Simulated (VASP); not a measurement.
A run of VASP 6.6.1:

INCAR

```
SYSTEM = RbAsPd3
ALGO = Fast
EDIFF = 1E-7
EDIFFG = -0.01
ENCUT = 600
GGA = PE
IBRION = 2
ISIF = 3
ISMEAR = 0
LASPH = .True.
LCHARG = .False.
LREAL = .False.
LWAVE = .False.
NELM = 60
NSW = 100
PREC = Accurate
SIGMA = 0.1
```

File KPOINTS:

```
k-points
0
Gamma
  8 8 8
  0 0 0
```

Contents of POSCAR:

```
RbAsPd3
1.0
    4.8641112263      0.0000000000      0.0000000000
    0.0000000000      4.8641112263      0.0000000000
    0.0000000000      0.0000000000      4.8641112263
Rb As Pd
1 1 3
Direct
    0.0000000000      0.0000000000      0.0000000000
    0.5000000000      0.5000000000      0.5000000000
    0.0000000000      0.5000000000      0.5000000000
    0.5000000000      0.0000000000      0.5000000000
    0.5000000000      0.5000000000      0.0000000000
```

Potentials or basis: VASP PAW PBE potentials, release 64 (Rb_sv, As, Pd).

The run is started by

```sh
$ cat potpaw_PBE.64/Rb_sv/POTCAR potpaw_PBE.64/As/POTCAR potpaw_PBE.64/Pd/POTCAR > POTCAR
$ mpirun -np 1 vasp_std > vasp.out
```

Hardware: 1 thread of Intel(R) Xeon(R) 6975P-C (Granite Rapids) (shared host).

Q: Estimate the wall time of this run.

A: Run time: 110 s on 1 thread of Intel(R) Xeon(R) 6975P-C (Granite Rapids) (shared host), peak memory 0.33 GiB. Counts: scf iterations 27, k points 35, ion steps 2.
